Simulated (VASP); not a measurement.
# PtSe2 (Sudovikovite) (P-3m1) in VASP: further runs

The runs below take PtSe2 (Sudovikovite) through single point, with LDA, RPBE+D3(BJ), PBEsol.

Program: VASP 6.6.1. These are calculated values, not measurements. Logs are shortened: lines on timing, memory, paths and dates and some standing lists are left out, and cuts for length are marked.

### 1 The cell of the first run

The structure is trigonal, space group P-3m1 (No. 164). Conventional cell: a = 3.724 Å, b = 3.724 Å, c = 5.062 Å, α = 90.00°, β = 90.00°, γ = 120.00°. Pt (site symmetry -3m) has 6 Se at 2.49 Å within 3.3 Å. Within 3.3 Å of Se (site symmetry 3m) lie 3 Pt at 2.49 Å.

### 2 Single point, LDA

Contents of INCAR:

```
  PREC = Accurate
  ENCUT = 520
  EDIFF = 1E-6
  ISMEAR = -1
  SIGMA = 0.05
  LREAL = False
  LASPH = True
  NELM = 80
  ALGO = Normal
  ISIF = 2
  LWAVE = False
  LCHARG = True
  GGA = CA
  LELF = True
  LVHAR = True
  NBANDS = 18
```

Contents of KPOINTS:

```
Automatic mesh
0
Gamma
  8 8 5
```

Contents of POSCAR:

```
PtSe2
1.0
    3.7240000000      0.0000000000      0.0000000000
   -1.8620000000      3.2250786037      0.0000000000
    0.0000000000      0.0000000000      5.0620000000
Pt Se
1 2
Direct
    0.0000000000      0.0000000000      0.0000000000
    0.6666666667      0.3333333333      0.7500000000
    0.3333333333      0.6666666667      0.2500000000
```

Potentials or basis: VASP PAW LDA potentials, release 64 (Pt, Se).

The run is started by

```console
$ cat potpaw_LDA.64/Pt/POTCAR potpaw_LDA.64/Se/POTCAR > POTCAR
$ mpirun -np 1 vasp_std > vasp.out
```

OUTCAR:

```text
PREC = Accurate
   ENCUT = 520
   EDIFF = 1E-6
   ISMEAR = -1
   LREAL = False
   LASPH = True
   NELM = 80
   ISIF = 2
   GGA = CA

 ion  position               nearest neighbor table
   1  0.000  0.000  0.000-   2 2.49   3 2.49   2 2.49   3 2.49   2 2.49   3 2.49
   2  0.667  0.333  0.750-   1 2.49   1 2.49   1 2.49
   3  0.333  0.667  0.250-   1 2.49   1 2.49   1 2.49

  LATTYP: Found a hexagonal cell.
 ALAT       =     3.7240000000
 C/A-ratio  =     1.3592910849

  Lattice vectors:

 A1 = (   3.7240000000,   0.0000000000,   0.0000000000)
 A2 = (  -1.8620000000,   3.2250786037,   0.0000000000)
 A3 = (   0.0000000000,   0.0000000000,   5.0620000000)

Analysis of symmetry for initial positions (statically):
=====================================================================
 Subroutine PRICEL returns:
 Original cell was already a primitive cell.

 Routine SETGRP: Setting up the symmetry group for a
 hexagonal supercell.

 Subroutine GETGRP returns: Found 12 space group operations
 (whereof 12 operations were pure point group operations)
 out of a pool of 24 trial point group operations.

The static configuration has the point symmetry D_3d.

Analysis of symmetry for dynamics (positions and initial velocities):
=====================================================================
 Subroutine PRICEL returns:
 Original cell was already a primitive cell.

 Routine SETGRP: Setting up the symmetry group for a
 hexagonal supercell.

 Subroutine GETGRP returns: Found 12 space group operations
 (whereof 12 operations were pure point group operations)
 out of a pool of 24 trial point group operations.

The dynamic configuration has the point symmetry D_3d.

 Subroutine INISYM returns: Found 12 space group operations
 (whereof 12 operations are pure point group operations),
 and found     1 'primitive' translations

----------------------------------------------------------------------------------------

                                     Primitive cell

  volume of cell :      60.7956

  direct lattice vectors                    reciprocal lattice vectors
     3.724000000  0.000000000  0.000000000     0.268528464  0.155034981  0.000000000
    -1.862000000  3.225078604  0.000000000     0.000000000  0.310069962  0.000000000
     0.000000000  0.000000000  5.062000000     0.000000000  0.000000000  0.197550375

  length of vectors
     3.724000000  3.724000000  5.062000000     0.310069962  0.310069962  0.197550375

[... 81 lines left out ...]
   NELM   =     80;   NELMIN=  2; NELMDL= -5     # of ELM steps
   EDIFF  = 0.1E-05   stopping-criterion for ELM
   LREAL  =      F    real-space projection
   EDIFFG = 0.1E-04   stopping-criterion for IOM
   NSW    =      0    number of steps for IOM
   IBRION =     -1    ionic relax: 0-MD 1-quasi-New 2-CG
   NFREE  =      0    steps in history (QN), initial steepest desc. (CG)
   ISIF   =      2    stress and relaxation
   ISYM   =      2    0-nonsym 1-usesym 2-fastsym
   POTIM  = 0.5000    time-step for ionic-motion
   TEBEG  =    0.0;   TEEND  =   0.0 temperature during run
   PSTRESS=    0.0 pullay stress
   NELECT =      22.0000    total number of electrons
   NUPDOWN=      -1.0000    fix difference up-down
   EMIN   =  10.00;   EMAX   =-10.00  energy-range for DOS
   EFERMI =   0.00;   METHOD = LEGACY
   ISMEAR =    -1;   SIGMA  =   0.05  broadening in eV -4-tet -1-fermi 0-gaus
   EFERMI_NEDOS =   21; number of points for ismear=-14 and -15
   IALGO  =     38    algorithm
   IMIX   =      4    mixing-type and parameters
     AMIX     =   0.40;   BMIX     =  1.00
     AMIX_MAG =   1.60;   BMIX_MAG =  1.00
  volume/ion in A,a.u.               =      20.27       136.76
  Fermi-wavevector in a.u.,A,eV,Ry     =   1.166608  2.204570 18.517184  1.360975
  Thomas-Fermi vector in A             =   2.303119
   LORBIT       =      0    0 simple, 1 ext, 2 COOP (PROOUT), +10 PAW based schemes
   GGA     = CA    functional components
   LHFCALC =     F    Hartree Fock is set to
   AEXX    =    0.0000 exact exchange contribution
   IVDW    =     0    specifies the selected vdW correction
   LEPSILON=     F    determine dielectric tensor
   LRPA    =     F    only Hartree local field effects (RPA)
 non-spin polarized calculation
  energy-cutoff  :      520.00
  volume of cell :       60.80
 maximum number of plane-waves:      1654
   NGX = 13   NGY = 13   NGZ = 19

 number of electron      21.9999998 magnetization

 Free energy of the ion-electron system (eV)
  ---------------------------------------------------
  ext. energy  EPLUGINS =         0.00000000
  ---------------------------------------------------
  free energy    TOTEN  =       -17.06144139 eV

  energy without entropy =      -17.05511052  energy(sigma->0) =      -17.05827595

 E-fermi :   6.5237     XC(G=0): -10.8994

 val. band max:        6.4080909529   @ k =   0.1250  -0.0000   0.0000
 cond. band min:       6.5617489667   @ k =   0.0000   0.1250   0.2000
 fundamental gap:      0.1536580138
 Fermi energy:         6.5237289037

 k-point     1 :       0.0000    0.0000    0.0000
  band No.  band energies     occupation
      1      -9.2154      2.00000
      2      -6.3907      2.00000
      3      -0.6997      2.00000
      4      -0.0016      2.00000
      5      -0.0016      2.00000
      6       2.4848      2.00000
[... 481 lines left out ...]
      5       0.7018      2.00000
      6       1.5011      2.00000
[... 10 lines left out ...]
     17      14.8975      0.00000
     18      15.4881      0.00000

 [... further k-points ...]

------------------------ aborting loop because EDIFF is reached ----------------------------------------

  FORCE on cell =-STRESS in cart. coord.  units (eV):
  Direction    XX          YY          ZZ          XY          YZ          ZX
  --------------------------------------------------------------------------------------
  -------------------------------------------------------------------------------------
  Total        0.1261398      0.1261398     -0.3224552      0.0000000      0.0000000      0.0000000
  in kB        3.3242268      3.3242268     -8.4978266      0.0000000      0.0000000      0.0000000
  external PRESSURE =      -0.6164577 kB  Pullay stress =       0.0000000 kB

 VOLUME and BASIS-vectors are now :
 -----------------------------------------------------------------------------
  energy-cutoff  :      520.00
  volume of cell :       60.80
      direct lattice vectors                 reciprocal lattice vectors
     3.724000000  0.000000000  0.000000000     0.268528464  0.155034981  0.000000000
    -1.862000000  3.225078604  0.000000000     0.000000000  0.310069962  0.000000000
     0.000000000  0.000000000  5.062000000     0.000000000  0.000000000  0.197550375

 POSITION                                       TOTAL-FORCE (eV/Angst)
 -----------------------------------------------------------------------------------
      0.00000      0.00000      0.00000        -0.000000      0.000000      0.000000
      1.86200      1.07503      3.79650        -0.000000      0.000000     -0.248018
     -0.00000      2.15005      1.26550         0.000000     -0.000000      0.248018
 -----------------------------------------------------------------------------------
    total drift:                               -0.000000     -0.000000     -0.000000

  FREE ENERGIE OF THE ION-ELECTRON SYSTEM (eV)
  ---------------------------------------------------
  free  energy   TOTEN  =       -17.0614413881 eV

  energy  without entropy=      -17.0551105212  energy(sigma->0) =      -17.05827595
```

OSZICAR:

```text
N       E                     dE             d eps       ncg     rms          rms(c)
DAV:   1     0.106914837200E+03    0.10691E+03   -0.99548E+03  1456   0.107E+03
DAV:   2    -0.128651772299E+02   -0.11978E+03   -0.11588E+03  1788   0.213E+02
DAV:   3    -0.178782055351E+02   -0.50130E+01   -0.49794E+01  1702   0.430E+01
DAV:   4    -0.179177678461E+02   -0.39562E-01   -0.39546E-01  1812   0.418E+00
DAV:   5    -0.179181605715E+02   -0.39273E-03   -0.39271E-03  1706   0.404E-01    0.132E+01
DAV:   6    -0.173038423598E+02    0.61432E+00   -0.41542E+00  1484   0.184E+01    0.798E+00
DAV:   7    -0.170956694600E+02    0.20817E+00   -0.83682E-01  1472   0.892E+00    0.393E+00
DAV:   8    -0.170637835830E+02    0.31886E-01   -0.54131E-02  1592   0.172E+00    0.801E-01
DAV:   9    -0.170614461303E+02    0.23375E-02   -0.56156E-03  1616   0.665E-01    0.203E-01
DAV:  10    -0.170614527313E+02   -0.66010E-05   -0.85090E-04  1628   0.194E-01    0.404E-02
DAV:  11    -0.170614420934E+02    0.10638E-04   -0.56649E-05  1644   0.679E-02    0.229E-02
DAV:  12    -0.170614413881E+02    0.70532E-06   -0.47087E-06  1602   0.147E-02
   1 F= -.17061441E+02 E0= -.17058276E+02  d E =-.633087E-02
```

stdout:

```text
POSCAR found type information on POSCAR PtSe
 POSCAR found :  2 types and       3 ions
 scaLAPACK will be used
 LDA part: xc-table for (Slater(with rela. corr.)+CA(PZ))
 , standard interpolation
 POSCAR, INCAR and KPOINTS ok, starting setup
 FFT: planning ... GRIDC
 FFT: planning ... GRID_SOFT
 FFT: planning ... GRID
 WAVECAR not read
 entering main loop
```

Run time: 24 s. Hardware: 1 thread of Intel Xeon 6975P-C, shared host; peak memory 0.18 GiB.

Results:

* Free energy: -17.0614 eV
* Pressure: -0.1 GPa
* Largest force: 0.248 eV/Å
* Band gap on the k mesh: zero (band 11 reaches 6.91 eV, above the bottom of band 12 at 6.57 eV)

Forces on the atoms (eV/Å):
```
Pt   0.000  0.000  0.000
Se   0.000  0.000 -0.248
Se   0.000  0.000  0.248
```

Stress tensor (GPa, compression positive):
```
 0.33  0.00  0.00
 0.00  0.33  0.00
 0.00  0.00 -0.85
```

Caveat: spin-orbit coupling is left out, which moves the levels of the heavy elements.

### 3 Single point, RPBE+D3(BJ)

This run uses another cell than the first one, of 19.05 Å³/atom, 0.940 times its volume.

Contents of INCAR:

```
PREC = Accurate
ENCUT = 520
EDIFF = 1E-6
ISMEAR = -1
SIGMA = 0.05
LREAL = F
LASPH = T
NELM = 60
ALGO = Normal
ISIF = 2
LWAVE = F
LCHARG = F
GGA = RP
IVDW = 12
NBANDS = 18
```

Contents of KPOINTS:

```
regular mesh
0
Gamma
  8 8 5
```

Contents of POSCAR:

```
PtSe2
1.0
    3.6479786689      0.0000000000      0.0000000000
   -1.8239893344      3.1592421997      0.0000000000
    0.0000000000      0.0000000000      4.9586648823
Pt Se
1 2
Direct
    0.0000000000      0.0000000000      0.0000000000
    0.6666666667      0.3333333333      0.7500000000
    0.3333333333      0.6666666667      0.2500000000
```

Potentials or basis: VASP PAW PBE potentials, release 64 (Pt, Se).

The run is started by

```console
$ cat potpaw_PBE.64/Pt/POTCAR potpaw_PBE.64/Se/POTCAR > POTCAR
$ mpirun -np 1 vasp_std > vasp.out
```

OUTCAR:

```text
PREC = Accurate
   ENCUT = 520
   EDIFF = 1E-6
   ISMEAR = -1
   LREAL = F
   LASPH = T
   NELM = 60
   ISIF = 2
   GGA = RP
   IVDW = 12
 IVDW          = 12

 ion  position               nearest neighbor table
   1  0.000  0.000  0.000-   2 2.44   3 2.44   3 2.44   2 2.44   2 2.44   3 2.44
   2  0.667  0.333  0.750-   1 2.44   1 2.44   1 2.44
   3  0.333  0.667  0.250-   1 2.44   1 2.44   1 2.44

  LATTYP: Found a hexagonal cell.
 ALAT       =     3.6479786689
 C/A-ratio  =     1.3592910848

  Lattice vectors:

 A1 = (   3.6479786689,   0.0000000000,   0.0000000000)
 A2 = (  -1.8239893344,   3.1592421997,   0.0000000000)
 A3 = (   0.0000000000,   0.0000000000,   4.9586648823)

Analysis of symmetry for initial positions (statically):
=====================================================================
 Subroutine PRICEL returns:
 Original cell was already a primitive cell.

 Routine SETGRP: Setting up the symmetry group for a
 hexagonal supercell.

 Subroutine GETGRP returns: Found 12 space group operations
 (whereof 12 operations were pure point group operations)
[... 163 lines left out ...]

  energy without entropy =      -12.43119027  energy(sigma->0) =      -12.43377311

 E-fermi :   7.6095     XC(G=0): -10.8309

 val. band max:        7.6039241628   @ k =   0.0000   0.1250   0.2000
 cond. band min:       7.6663453063   @ k =   0.3750   0.2500   0.0000
 fundamental gap:      0.0624211435
 Fermi energy:         7.6095209837

 k-point     1 :       0.0000    0.0000    0.0000
  band No.  band energies     occupation
      1      -8.7727      2.00000
      2      -5.5571      2.00000
      3      -0.2477      2.00000
      4       0.4721      2.00000
      5       0.4721      2.00000
      6       3.0834      2.00000
[... 481 lines left out ...]
      5       1.2774      2.00000
      6       2.0938      2.00000
[... 10 lines left out ...]
     17      16.1005      0.00000
     18      16.7333      0.00000

 [... further k-points ...]

------------------------ aborting loop because EDIFF is reached ----------------------------------------

 Edisp (eV)   -6.78554

 E8    (eV) :    -4.2569

  FORCE on cell =-STRESS in cart. coord.  units (eV):
  Direction    XX          YY          ZZ          XY          YZ          ZX
  --------------------------------------------------------------------------------------
  -------------------------------------------------------------------------------------
  Total      -0.43327    -0.43327    -1.50207    -0.00000     0.00000     0.00000
  in kB     -12.14707   -12.14707   -42.11162    -0.00000     0.00000     0.00000
  external pressure =      -22.14 kB  Pullay stress =        0.00 kB

 VOLUME and BASIS-vectors are now :
 -----------------------------------------------------------------------------
  energy-cutoff  :      520.00
  volume of cell :       57.15
      direct lattice vectors                 reciprocal lattice vectors
     3.647978669  0.000000000  0.000000000     0.274124410  0.158265802  0.000000000
    -1.823989334  3.159242200  0.000000000     0.000000000  0.316531604  0.000000000
     0.000000000  0.000000000  4.958664882     0.000000000  0.000000000  0.201667187

 POSITION                                       TOTAL-FORCE (eV/Angst)
 -----------------------------------------------------------------------------------
      0.00000      0.00000      0.00000         0.000000      0.000000      0.000000
      1.82399      1.05308      3.71900         0.000000      0.000000     -1.243209
     -0.00000      2.10616      1.23967         0.000000     -0.000000      1.243209
 -----------------------------------------------------------------------------------
    total drift:                               -0.000000     -0.000000     -0.000000

  FREE ENERGIE OF THE ION-ELECTRON SYSTEM (eV)
  ---------------------------------------------------
  free  energy   TOTEN  =       -19.2218986077 eV

  energy  without entropy=      -19.2167329206  energy(sigma->0) =      -19.21931576
```

OSZICAR:

```text
N       E                     dE             d eps       ncg     rms          rms(c)
DAV:   1     0.117530841320E+03    0.11753E+03   -0.10338E+04  1440   0.109E+03
DAV:   2    -0.799651460184E+01   -0.12553E+03   -0.12107E+03  1748   0.218E+02
DAV:   3    -0.131147393979E+02   -0.51182E+01   -0.50752E+01  1744   0.438E+01
DAV:   4    -0.131542659024E+02   -0.39527E-01   -0.39506E-01  1740   0.414E+00
DAV:   5    -0.131546610795E+02   -0.39518E-03   -0.39516E-03  1742   0.408E-01    0.149E+01
DAV:   6    -0.125837638245E+02    0.57090E+00   -0.34826E+00  1494   0.176E+01    0.891E+00
DAV:   7    -0.124554333913E+02    0.12833E+00   -0.68397E-01  1486   0.810E+00    0.451E+00
DAV:   8    -0.124364847576E+02    0.18949E-01   -0.39844E-02  1572   0.182E+00    0.746E-01
DAV:   9    -0.124359597520E+02    0.52501E-03   -0.64554E-03  1710   0.713E-01    0.144E-01
DAV:  10    -0.124363036057E+02   -0.34385E-03   -0.80800E-04  1602   0.208E-01    0.571E-02
DAV:  11    -0.124363439445E+02   -0.40339E-04   -0.56926E-05  1816   0.670E-02    0.229E-02
DAV:  12    -0.124363543114E+02   -0.10367E-04   -0.26578E-05  1536   0.344E-02    0.508E-03
DAV:  13    -0.124363556257E+02   -0.13143E-05   -0.85588E-07  1592   0.711E-03    0.255E-03
DAV:  14    -0.124363559543E+02   -0.32861E-06   -0.41682E-07  1184   0.448E-03
   1 F= -.19221899E+02 E0= -.19219316E+02  d E =-.516569E-02
```

It took 24 s on 1 thread of Intel Xeon Platinum 8488C (Sapphire Rapids), shared host; peak memory 0.21 GiB.

What came out:

```yaml
Free_energy: -19.2219 eV
Pressure: -2.2 GPa
Largest_force: 1.243 eV/Å
Band_gap_on_the_k_mesh: zero (band 11 reaches 7.94 eV, above the bottom of band 12 at 7.67 eV)
Dispersion_energy_per_atom: -2.262 eV
```

Forces on the atoms (eV/Å):
```
Pt   0.000  0.000  0.000
Se   0.000  0.000 -1.243
Se   0.000  0.000  1.243
```

Stress tensor (GPa, compression positive):
```
-1.21  0.00  0.00
 0.00 -1.21  0.00
 0.00  0.00 -4.21
```

Levels at points of the mesh, in eV from the Fermi level:
```tsv
k point	band 7	band 8	band 9	band 10	band 11	band 12	band 13	band 14	band 15	band 16
(0.00, 0.00, 0.00)	-4.53	-2.89	-1.24	-1.24	0.33	1.47	1.47	3.43	4.71	7.17
(0.50, 0.00, 0.00)	-4.13	-3.95	-3.94	-3.84	-3.23	0.63	2.49	4.90	5.80	7.15
```

Caveat: the PAW data sets were made with another functional, which shifts forces and pressure a little; spin-orbit coupling is left out, which moves the levels of the heavy elements; pairwise dispersion overbinds metals, which lowers pressure and volume.

### 4 Single point, PBEsol

This run uses another cell than the first one, of 19.45 Å³/atom, 0.960 times its volume.

Contents of INCAR:

```
SYSTEM = PtSe2
  PREC = Accurate
  ENCUT = 520
  EDIFF = 1E-7
  ISMEAR = -1
  SIGMA = 0.05
  LREAL = .False.
  LASPH = .True.
  NELM = 100
  ALGO = Normal
  ISIF = 2
  LWAVE = .False.
  LCHARG = .True.
  GGA = PS
  LELF = .True.
  LVHAR = .True.
  NBANDS = 18
```

Contents of KPOINTS:

```
Automatic mesh
0
Gamma
  8 8 5
  0 0 0
```

Contents of POSCAR:

```
PtSe2
1.0
    3.6736695059      0.0000000000      0.0000000000
   -1.8368347530      3.1814911172      0.0000000000
    0.0000000000      0.0000000000      4.9935862081
Pt Se
1 2
Direct
    0.0000000000      0.0000000000      0.0000000000
    0.6666666667      0.3333333333      0.7500000000
    0.3333333333      0.6666666667      0.2500000000
```

The run is started by

```console
$ cat potpaw_PBE.64/Pt/POTCAR potpaw_PBE.64/Se/POTCAR > POTCAR
$ mpirun -np 1 vasp_std > vasp.out
```

Run time: 38 s. Hardware: 1 thread of Intel Xeon Platinum 8488C (Sapphire Rapids), shared host; peak memory 0.2 GiB.

The run converged. Its results:

```yaml
Free_energy: -15.8087 eV
Pressure: 8.4 GPa
Largest_force: 0.916 eV/Å
Band_gap_on_the_k_mesh: zero (band 11 reaches 7.40 eV, above the bottom of band 12 at 7.06 eV)
```

Forces on the atoms (eV/Å):
```
Pt   0.000  0.000  0.000
Se   0.000  0.000 -0.916
Se   0.000  0.000  0.916
```

Stress tensor (GPa, compression positive):
```
9.69 0.00 0.00
0.00 9.69 0.00
0.00 0.00 5.95
```

Levels at points of the mesh, in eV from the Fermi level:
| k point | band 8 | band 9 | band 10 | band 11 | band 12 | band 13 | band 14 | band 15 |
| --- | --- | --- | --- | --- | --- | --- | --- | --- |
| (0.00, 0.00, 0.00) | -2.76 | -1.16 | -1.16 | 0.38 | 1.48 | 1.48 | 3.35 | 4.35 |
| (0.50, 0.00, 0.00) | -3.80 | -3.77 | -3.67 | -3.14 | 0.61 | 2.46 | 4.80 | 5.69 |

Caveat: the PAW data sets were made with another functional, which shifts forces and pressure a little; spin-orbit coupling is left out, which moves the levels of the heavy elements.

### 5 Overview

| level | potentials or basis | cell | gap on the mesh (eV) | pressure (GPa) | largest force (eV/Å) |
| --- | --- | --- | --- | --- | --- |
| LDA | VASP PAW LDA potentials, release 64 (Pt, Se) | a = 3.724, b = 3.724, c = 5.062 Å, angles 90.0, 90.0, 120.0°, 3 atoms | none | -0.1 | 0.25 |
| RPBE+D3(BJ) | VASP PAW PBE potentials, release 64 (Pt, Se) | a = 3.648, b = 3.648, c = 4.959 Å, angles 90.0, 90.0, 120.0°, 3 atoms | none | -2.2 | 1.24 |
| PBEsol | VASP PAW PBE potentials, release 64 (Pt, Se) | a = 3.674, b = 3.674, c = 4.994 Å, angles 90.0, 90.0, 120.0°, 3 atoms | none | 8.4 | 0.92 |

Alike in all rows: task single point; no spin polarisation; k mesh 8 × 8 × 5; cutoff (eV) 520; smearing fermi-dirac 0.05 eV.

Caveats: spin-orbit coupling is left out, which moves the levels of the heavy elements; the PAW data sets were made with another functional, which shifts forces and pressure a little (some runs); pairwise dispersion overbinds metals, which lowers pressure and volume (some runs).

Absolute energies hang on the potentials; compare differences alone.
